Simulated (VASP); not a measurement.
CaO:

```
CELL_PARAMETERS angstrom
0.00000 2.45350 2.45350
2.45350 0.00000 2.45350
2.45350 2.45350 0.00000
ATOMIC_POSITIONS crystal
Ca 0.00000 0.00000 0.00000
O 0.50000 0.50000 0.50000
```

```yaml
Program: VASP 6.6.1
Task: relaxation of cell and atoms
Functional: LDA
Potentials_or_basis: VASP PAW LDA potentials, release 64 (Ca_sv, O)
Cutoff: 600 eV
k_mesh: 8 × 8 × 8
Occupations: gaussian, width 0.1 eV
Spin: no spin polarisation
```

At the start: pressure -11.7 GPa; volume 14.77 Å³/atom.

Task: Where does the relaxation end?

Result: Over 3 steps the energy falls by 67.1 meV/atom and the volume is 13.12 Å³/atom (-11.2 %); space group Fm-3m (No. 225, to 0.1 Å) before and after.

The path:
| step | energy change (eV) | largest force (eV/Å) | pressure (GPa) | volume (Å³) |
| --- | --- | --- | --- | --- |
| 1 | 0.0000 | 0.0000 | -11.72 | 29.54 |
| 2 | -0.1145 | 0.0000 | 6.01 | 25.16 |
| 3 | -0.1342 | 0.0000 | 0.01 | 26.24 |

Final structure:
```xyz
2
Lattice="0.0000 2.3586 2.3586 2.3586 0.0000 2.3586 2.3586 2.3586 0.0000" Properties=species:S:1:pos:R:3 pbc="T T T"
Ca    0.0000    0.0000    0.0000
O     2.3586    2.3586    2.3586
```
